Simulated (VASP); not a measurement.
Set up this calculation in VASP 6.6.1, as the native input.

| Quantity | Value |
| --- | --- |
| Task | relaxation of cell and atoms |
| Functional | PBEsol |
| Potentials or basis | VASP PAW PBE potentials, release 64 (Ti_sv) |
| Cutoff | 500 eV |
| k mesh | 18 × 18 × 18 |
| Occupations | gaussian, width 0.1 eV |
| Spin | no spin polarisation |
| Dipole correction | no |
| Further INCAR settings | ALGO = Normal; EDIFF = 1e-07; IBRION = 2; EDIFFG = -0.005; NSW = 70; ISIF = 3 |

The structure of Ti lies in POSCAR:

```
Ti
1.0
   -1.6277527636      1.6277527636      1.6277527636
    1.6277527636     -1.6277527636      1.6277527636
    1.6277527636      1.6277527636     -1.6277527636
Ti
1
Direct
    0.0000000000      0.0000000000      0.0000000000
```

The input as run:

INCAR

```
PREC     = Accurate       # precision mode
ENCUT    = 500            # plane-wave cutoff, eV
EDIFF    = 1E-7           # SCF threshold, eV
ISMEAR   = 0              # smearing method
SIGMA    = 0.1            # smearing width, eV
LREAL    = False          # projectors in reciprocal space
LASPH    = True           # aspherical terms in the spheres
NELM     = 120            # most SCF steps
ALGO     = Normal         # electronic algorithm
ISIF     = 3              # what is computed and relaxed
LWAVE    = False          # write WAVECAR
LCHARG   = False          # write CHGCAR
GGA      = PS             # functional
IBRION   = 2              # ionic algorithm
NSW      = 70             # ionic steps
EDIFFG   = -0.005         # ionic threshold
GGA_COMPAT= False        
NELMIN   = 4
```

KPOINTS

```
regular mesh
0
Gamma
  18 18 18
```

Potentials or basis: VASP PAW PBE potentials, release 64 (Ti_sv).

The run is started by

```sh
$ cat potpaw_PBE.64/Ti_sv/POTCAR > POTCAR
$ mpirun -np 1 vasp_std > vasp.out
```

It gave:

* Relaxed volume: 16.50 Å³/atom
* Relaxed cell: a = 2.778 Å, b = 2.778 Å, c = 2.778 Å, α = 109.47°, β = 109.47°, γ = 109.47°
* Space group after relaxing (to 0.05 Å): Im-3m (No. 229)
* Energy gained by relaxing: 11.4 meV/atom
* Ionic steps: 3
* Pressure after relaxing: 0.0 GPa
* Band gap on the k mesh: zero (band 6 reaches 9.53 eV, above the bottom of band 7 at 7.91 eV)

Caveat: the PAW data sets were made with another functional, which shifts forces and pressure a little.

Wall time 27 s on 1 thread of Intel(R) Xeon(R) 6975P-C (Granite Rapids) (shared host), peak memory 0.17 GiB.
